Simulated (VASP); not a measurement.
Runs of VASP 6.6.1 on Fe. The structure is that of space group Im-3m (No. 229), or close to it. The cells are those of the table. 

| cell | gap on the mesh (eV) | pressure (GPa) | moment (μB) |
| --- | --- | --- | --- |
| a = 2.743 Å, 2 atoms | none | 28.0 | (a) |
| a = 2.857 Å, 2 atoms | none | (c) | 4.49 |
| a = 2.893 Å, 2 atoms | none | (b) | 4.66 |
| a = 2.820 Å, 2 atoms | none | 6.8 | 4.37 |
| a = 2.782 Å, 2 atoms | none | 16.1 | 4.23 |

Alike in all rows: task single point; level revPBE; potentials or basis VASP PAW PBE potentials, release 64 (Fe); spin collinear, ferromagnetic start; k mesh 18 × 18 × 18; cutoff (eV) 600; smearing fermi-dirac 0.05 eV.

Task: Estimate the missing entries.

Result: (a) 4.12; (b) -6.1; (c) -0.7.

Caveats: the PAW data sets were made with another functional, which shifts forces and pressure a little; the cell stands under pressure (at least some runs); the cell stands under tension (at least some runs).

A gap of «none» marks levels without a gap at the run's occupations.
